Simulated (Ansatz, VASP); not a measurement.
## Two plane-wave programs on TiO2

Contents of INCAR:

```
SYSTEM = TiO2
  PREC = Accurate
  ENCUT = 520
  EDIFF = 1E-6
  ISMEAR = -1
  SIGMA = 0.05
  LREAL = .FALSE.
  LASPH = .TRUE.
  NELM = 80
  ALGO = Normal
  ISIF = 2
  LWAVE = .FALSE.
  LCHARG = .FALSE.
  GGA = PS
  NBANDS = 19
```

File KPOINTS:

```
regular mesh
0
G
  10 10 10
  0 0 0
```

The input POSCAR:

```
TiO2
1.0
    1.4770945154      0.8528009160      6.8871876337
   -1.4770945154      0.8528009160      6.8871876337
    0.0000000000     -1.7056018321      6.8871876337
Ti O
1 2
Direct
    0.0000000000      0.0000000000      0.0000000000
    0.3795330000      0.3795330000      0.3795330000
    0.6204670000      0.6204670000      0.6204670000
```

The input input.yaml:

```yaml
crystal:
  lattice:
    - [1.4770945154, 0.852800916, 6.8871876337]
    - [-1.4770945154, 0.852800916, 6.8871876337]
    - [0.0, -1.7056018321, 6.8871876337]
  atoms:
    - { symbol: Ti, position: [0.0, 0.0, 0.0] }
    - { symbol: O, position: [0.379533, 0.379533, 0.379533] }
    - { symbol: O, position: [0.620467, 0.620467, 0.620467] }
hamiltonian:
  xc: pbesol
  pseudopotentials: { kind: paw }
kpoints:
  mp_grid: { grid: [10, 10, 10] }
scf:
  occupations: { method: fermi_dirac, width: 0.05 }
output:
  forces: true
  stress: true
  eigenvalues: true
```

Alike in both runs: task single point; functional PBEsol; k mesh 10 × 10 × 10; occupations fermi-dirac, width 0.05 eV; no spin polarisation.

|  | VASP | Ansatz |
| --- | --- | --- |
| version | VASP 6.6.1 | Ansatz 0.2.0 |
| potentials or method | VASP PAW PBE potentials, release 64 (Ti_sv, O) | Ansatz PAW |
| plane-wave cutoff (eV) | 520 | 420 |
| valence electrons in the cell | 24 | 24 |

Ansatz gave:

```
gap on the k mesh at the Fermi level (eV)                     : 2.80
least direct gap on the mesh (eV)                             : 2.96
pressure (GPa)                                                : 1.0
traceless stress, the component that is largest in VASP (GPa) : -0.05
rms of the force components (eV/Å)                            : 0.074
```

Which values does VASP return?

gap on the k mesh at the Fermi level (eV): 2.77; least direct gap on the mesh (eV): 2.94; pressure (GPa): 1.5; traceless stress, the component that is largest in VASP (GPa): -0.31; rms of the force components (eV/Å): 0.103.

VASP's potentials were made for PBE, not for PBEsol. Atom by atom the forces differ by 0.029 eV/Å (rms over components).
